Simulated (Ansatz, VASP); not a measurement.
## InP in VASP and in Ansatz

```
CELL_PARAMETERS angstrom
0.00000 2.85500 2.85500
2.85500 0.00000 2.85500
2.85500 2.85500 0.00000
ATOMIC_POSITIONS crystal
In 0.00000 0.00000 0.00000
P 0.50000 0.50000 0.50000
```

Alike in both runs: task single point; functional LDA; k mesh 8 × 8 × 8; occupations gaussian, width 0.05 eV; no spin polarisation.

|  | VASP | Ansatz |
| --- | --- | --- |
| version | VASP 6.6.1 | Ansatz 0.2.0 |
| potentials or method | VASP PAW LDA potentials, release 64 (In_d, P), cutoff 500 eV | scalar-relativistic, plane waves, PAW |
| valence electrons in the cell | 18 | 18 |

```tsv
	VASP	Ansatz	Ansatz less VASP
gap on the k mesh at the Fermi level (eV)	none	none	-
pressure (GPa)	-9.6	-9.6	-0.01
```

LDA's correlation is that of Perdew and Zunger in VASP and of Perdew and Wang (1992) in Ansatz. A gap of «none» marks a metal or a gap that the smearing closes.
